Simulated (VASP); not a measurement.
# W3O (Pm-3m) in VASP: relaxation of cell and atoms with PBE

Aim: the relaxation of cell and atoms of W3O with PBE.

Everything below comes from runs of VASP 6.6.1. Logs are shortened: lines on timing, memory, paths and dates and some standing lists are left out, and cuts for length are marked.

## Step 1: The cell of the first run

Symmetry: Pm-3m, No. 221, cubic system. The conventional cell has a = 3.886 Å, b = 3.886 Å, c = 3.886 Å, α = 90.00°, β = 90.00°, γ = 90.00°. Within 3.6 Å of W (site symmetry 4/mmm) lie 8 W at 2.75 Å and 4 O at 2.75 Å. O (site symmetry m-3m) has 12 W at 2.75 Å within 3.6 Å.

## Step 2: Relaxation of cell and atoms, PBE

INCAR

```
SYSTEM = W3O
ALGO     = Normal         ! electronic algorithm
EDIFF    = 1E-6           ! SCF threshold, eV
EDIFFG   = -0.01          ! ionic threshold
ENCUT    = 600            ! plane-wave cutoff, eV
GGA      = PE             ! functional
IBRION   = 2              ! ionic algorithm
ISIF     = 3              ! what is computed and relaxed
ISMEAR   = 0              ! smearing method
LASPH    = .TRUE.         ! aspherical terms in the spheres
LCHARG   = .FALSE.        ! write CHGCAR
LREAL    = .FALSE.        ! projectors in reciprocal space
LWAVE    = .FALSE.        ! write WAVECAR
NELM     = 100            ! most SCF steps
NSW      = 100            ! ionic steps
PREC     = Accurate       ! precision mode
SIGMA    = 0.1            ! smearing width, eV
```

KPOINTS

```
k-points
0
G
  12 12 12
  0 0 0
```

POSCAR

```
W3O
1.0
    3.8864332523      0.0000000000      0.0000000000
    0.0000000000      3.8864332523      0.0000000000
    0.0000000000      0.0000000000      3.8864332523
W O
3 1
Direct
    0.0000000000      0.5000000000      0.5000000000
    0.5000000000      0.0000000000      0.5000000000
    0.5000000000      0.5000000000      0.0000000000
    0.0000000000      0.0000000000      0.0000000000
```

Potentials or basis: VASP PAW PBE potentials, release 64 (W_sv, O).

Launch:

```sh
cat potpaw_PBE.64/W_sv/POTCAR potpaw_PBE.64/O/POTCAR > POTCAR
mpirun -np 1 vasp_std > vasp.out
```

OUTCAR:

```text
SYSTEM = W3O
   EDIFF = 1E-6
   EDIFFG = -0.01
   ENCUT = 600
   GGA = PE
   IBRION = 2
   ISIF = 3
   ISMEAR = 0
   LASPH = .TRUE.
   LREAL = .FALSE.
   NELM = 100
   NSW = 100
   PREC = Accurate

 ion  position               nearest neighbor table
   1  0.000  0.500  0.500-   2 2.75   3 2.75   3 2.75   2 2.75   2 2.75   3 2.75   3 2.75   2 2.75

   2  0.500  0.000  0.500-   1 2.75   3 2.75   3 2.75   1 2.75   3 2.75   3 2.75   1 2.75   1 2.75

   3  0.500  0.500  0.000-   1 2.75   2 2.75   1 2.75   2 2.75   2 2.75   2 2.75   1 2.75   1 2.75

   4  0.000  0.000  0.000-

  LATTYP: Found a simple cubic cell.
 ALAT       =     3.8864332523

  Lattice vectors:

 A1 = (   3.8864332523,   0.0000000000,   0.0000000000)
 A2 = (   0.0000000000,   3.8864332523,   0.0000000000)
 A3 = (   0.0000000000,   0.0000000000,   3.8864332523)

Analysis of symmetry for initial positions (statically):
=====================================================================
 Subroutine PRICEL returns:
 Original cell was already a primitive cell.

 Routine SETGRP: Setting up the symmetry group for a
 simple cubic supercell.

 Subroutine GETGRP returns: Found 48 space group operations
 (whereof 48 operations were pure point group operations)
 out of a pool of 48 trial point group operations.

The static configuration has the point symmetry O_h .

Analysis of symmetry for dynamics (positions and initial velocities):
=====================================================================
 Subroutine PRICEL returns:
 Original cell was already a primitive cell.

 Routine SETGRP: Setting up the symmetry group for a
 simple cubic supercell.

 Subroutine GETGRP returns: Found 48 space group operations
 (whereof 48 operations were pure point group operations)
 out of a pool of 48 trial point group operations.

The dynamic configuration has the point symmetry O_h .

 Subroutine INISYM returns: Found 48 space group operations
 (whereof 48 operations are pure point group operations),
 and found     1 'primitive' translations

----------------------------------------------------------------------------------------

                                     Primitive cell

  volume of cell :      58.7021

  direct lattice vectors                    reciprocal lattice vectors
     3.886433252  0.000000000  0.000000000     0.257305332  0.000000000  0.000000000
     0.000000000  3.886433252  0.000000000     0.000000000  0.257305332  0.000000000
     0.000000000  0.000000000  3.886433252     0.000000000  0.000000000  0.257305332

  length of vectors
     3.886433252  3.886433252  3.886433252     0.257305332  0.257305332  0.257305332

  position of ions in fractional coordinates (direct lattice)
     0.000000000  0.500000000  0.500000000
     0.500000000  0.000000000  0.500000000
     0.500000000  0.500000000  0.000000000
     0.000000000  0.000000000  0.000000000

  ion indices of the primitive-cell ions
   primitive index   ion index
                 1           1
                 2           2
                 3           3
                 4           4

----------------------------------------------------------------------------------------

 KPOINTS: k-points

Automatic generation of k-mesh.
 Grid dimensions read from file:
 generate k-points for:   12   12   12

 Generating k-lattice:

  Cartesian coordinates                     Fractional coordinates (reciprocal lattice)
     0.021442111  0.000000000  0.000000000     0.083333333  0.000000000  0.000000000
     0.000000000  0.021442111  0.000000000     0.000000000  0.083333333  0.000000000
     0.000000000  0.000000000  0.021442111     0.000000000  0.000000000  0.083333333

  Length of vectors
     0.021442111  0.021442111  0.021442111

  Shift w.r.t. Gamma in fractional coordinates (k-lattice)
     0.000000000  0.000000000  0.000000000

 Subroutine IBZKPT returns following result:
 ===========================================

 Found     84 irreducible k-points:

 Following reciprocal coordinates:
            Coordinates               Weight
  0.000000  0.000000  0.000000      1.000000
  0.083333  0.000000  0.000000      6.000000
  0.166667  0.000000  0.000000      6.000000
  0.250000  0.000000  0.000000      6.000000
  0.333333  0.000000  0.000000      6.000000
  0.416667  0.000000  0.000000      6.000000
[... 16 lines left out ...]
  0.333333  0.333333  0.000000     12.000000
  0.416667  0.333333  0.000000     24.000000
 [... further k-points ...]
   k-points           NKPTS =     84   k-points in BZ     NKDIM =     84   number of bands    NBANDS=     28
   number of dos      NEDOS =    301   number of ions     NIONS =      4
   total plane-waves  NPLWV =  32768
   dimension x,y,z NGX =    32 NGY =   32 NGZ =   32
   dimension x,y,z NGXF=    64 NGYF=   64 NGZF=   64
   ions per type =               3   1
   NGX,Y,Z   is equivalent  to a cutoff of  13.69, 13.69, 13.69 a.u.
   NGXF,Y,Z  is equivalent  to a cutoff of  27.38, 27.38, 27.38 a.u.
 SYSTEM =  W3O
   PREC   = accura    normal or accurate (medium, high low for compatibility)
   ISTART =      0    job   : 0-new  1-cont  2-samecut
   ICHARG =      2    charge: 1-file 2-atom 10-const
   ISPIN  =      1    spin polarized calculation?
   LNONCOLLINEAR =      F non collinear calculations
   LSORBIT =      F    spin-orbit coupling
   LASPH  =      T    aspherical Exc in radial PAW
   ENCUT  =  600.0 eV  44.10 Ry    6.64 a.u.   7.76  7.76  7.76*2*pi/ulx,y,z
   NELM   =    100;   NELMIN=  2; NELMDL= -5     # of ELM steps
   EDIFF  = 0.1E-05   stopping-criterion for ELM
   LREAL  =      F    real-space projection
   EDIFFG = -.1E-01   stopping-criterion for IOM
   NSW    =    100    number of steps for IOM
   IBRION =      2    ionic relax: 0-MD 1-quasi-New 2-CG
   NFREE  =      1    steps in history (QN), initial steepest desc. (CG)
   ISIF   =      3    stress and relaxation
   ISYM   =      2    0-nonsym 1-usesym 2-fastsym
   POTIM  = 0.5000    time-step for ionic-motion
   TEBEG  =    0.0;   TEEND  =   0.0 temperature during run
   PSTRESS=    0.0 pullay stress
   NELECT =      48.0000    total number of electrons
   NUPDOWN=      -1.0000    fix difference up-down
   EMIN   =  10.00;   EMAX   =-10.00  energy-range for DOS
   EFERMI =   0.00;   METHOD = LEGACY
   ISMEAR =     0;   SIGMA  =   0.10  broadening in eV -4-tet -1-fermi 0-gaus
   EFERMI_NEDOS =   21; number of points for ismear=-14 and -15
   IALGO  =     38    algorithm
   IMIX   =      4    mixing-type and parameters
     AMIX     =   0.40;   BMIX     =  1.00
     AMIX_MAG =   1.60;   BMIX_MAG =  1.00
  volume/ion in A,a.u.               =      14.68        99.04
  Fermi-wavevector in a.u.,A,eV,Ry     =   1.530867  2.892919 31.885970  2.343553
  Thomas-Fermi vector in A             =   2.638290
   LORBIT       =      0    0 simple, 1 ext, 2 COOP (PROOUT), +10 PAW based schemes
   GGA     = PE    functional components
   LHFCALC =     F    Hartree Fock is set to
   AEXX    =    0.0000 exact exchange contribution
   IVDW    =     0    specifies the selected vdW correction
   LEPSILON=     F    determine dielectric tensor
   LRPA    =     F    only Hartree local field effects (RPA)
 conjugate gradient relaxation of ions
 non-spin polarized calculation
 Gauss-broadening in eV      SIGMA  =   0.10
  energy-cutoff  :      600.00
  volume of cell :       58.70
 maximum number of plane-waves:      1984
 NGX is ok and might be reduce to    32
   NGX = 15   NGY = 15   NGZ = 15

--------------------------------------- Ionic step        1  -------------------------------------------

 number of electron      47.9999995 magnetization

 Free energy of the ion-electron system (eV)
  ---------------------------------------------------
  ext. energy  EPLUGINS =         0.00000000
  ---------------------------------------------------
  free energy    TOTEN  =       -40.16686066 eV

  energy without entropy =      -40.15484973  energy(sigma->0) =      -40.16085519

------------------------ aborting loop because EDIFF is reached ----------------------------------------

  FORCE on cell =-STRESS in cart. coord.  units (eV):
  Direction    XX          YY          ZZ          XY          YZ          ZX
  --------------------------------------------------------------------------------------
  -------------------------------------------------------------------------------------
  Total        0.2884945      0.2884945      0.2884945     -0.0000000     -0.0000000     -0.0000000
  in kB        7.8739820      7.8739820      7.8739820     -0.0000000     -0.0000000     -0.0000000
  external PRESSURE =       7.8739820 kB  Pullay stress =       0.0000000 kB
[... 23 lines left out ...]
  energy  without entropy=      -40.1548497301  energy(sigma->0) =      -40.16085519

--------------------------------------- Ionic step        2  -------------------------------------------

 number of electron      48.0000002 magnetization

 E-fermi :   9.9280     XC(G=0): -12.9538

 val. band max:        9.9125449467   @ k =   0.5000   0.2500   0.1667
 cond. band min:       9.9335871435   @ k =   0.3333   0.3333   0.2500
 fundamental gap:      0.0210421968
 Fermi energy:         9.9279740049

 k-point     1 :       0.0000    0.0000    0.0000
  band No.  band energies     occupation
      1     -64.5709      2.00000
      2     -64.4084      2.00000
      3     -64.4084      2.00000
      4     -29.2328      2.00000
      5     -29.2328      2.00000
      6     -29.2328      2.00000
[... 770 lines left out ...]
  energy  without entropy=      -40.1528791142  energy(sigma->0) =      -40.15895142

--------------------------------------- Ionic step        3  -------------------------------------------

 number of electron      47.9999997 magnetization

 Free energy of the ion-electron system (eV)
  ---------------------------------------------------
  ext. energy  EPLUGINS =         0.00000000
  ---------------------------------------------------
  free energy    TOTEN  =       -40.16731592 eV

  energy without entropy =      -40.15526464  energy(sigma->0) =      -40.16129028

 E-fermi :  10.0312     XC(G=0): -12.9938

 val. band max:       10.0172806223   @ k =   0.5000   0.2500   0.1667
 cond. band min:      10.0359185063   @ k =   0.3333   0.3333   0.2500
 fundamental gap:      0.0186378840
 Fermi energy:        10.0311558790

 k-point     1 :       0.0000    0.0000    0.0000
  band No.  band energies     occupation
      1     -64.4622      2.00000
      2     -64.2945      2.00000
      3     -64.2945      2.00000
      4     -29.1392      2.00000
      5     -29.1392      2.00000
      6     -29.1392      2.00000
[... 766 lines left out ...]
  FREE ENERGIE OF THE ION-ELECTRON SYSTEM (eV)
  ---------------------------------------------------
  free  energy   TOTEN  =       -40.1673159241 eV

  energy  without entropy=      -40.1552646397  energy(sigma->0) =      -40.16129028

 reached required accuracy - stopping structural energy minimisation
```

Wall time 1.9 min (1 thread of Intel Xeon 6975P-C (Granite Rapids), shared host); peak memory 0.29 GiB.

Results:

```
Free energy                           : -40.1673 eV
Relaxed volume                        : 14.72 Å³/atom
Relaxed cell                          : a = 3.891 Å, b = 3.891 Å, c = 3.891 Å, α = 90.00°, β = 90.00°, γ = 90.00°
Space group after relaxing (to 0.1 Å) : Pm-3m (No. 221)
Energy gained by relaxing             : 0.1 meV/atom
Ionic steps                           : 3
Pressure after relaxing               : 0.0 GPa
Band gap on the k mesh                : zero (bands 24 and 25 overlap by 2.04 eV)
```

The path:
| step | energy change (eV) | largest force (eV/Å) | pressure (GPa) | volume (Å³) |
| --- | --- | --- | --- | --- |
| 1 | 0.0000 | 0.0000 | 0.79 | 58.70 |
| 2 | 0.0018 | 0.0000 | -1.71 | 59.32 |
| 3 | -0.0005 | 0.0000 | 0.01 | 58.89 |

Final structure:
```
W O
1.0
     3.89059    0.00000    0.00000
     0.00000    3.89059    0.00000
     0.00000    0.00000    3.89059
W O
3 1
Cartesian
  0.0000 1.9453 1.9453
  1.9453 0.0000 1.9453
  1.9453 1.9453 0.0000
  0.0000 0.0000 0.0000
```

Caveat: spin-orbit coupling is left out, which moves the levels of the heavy elements.
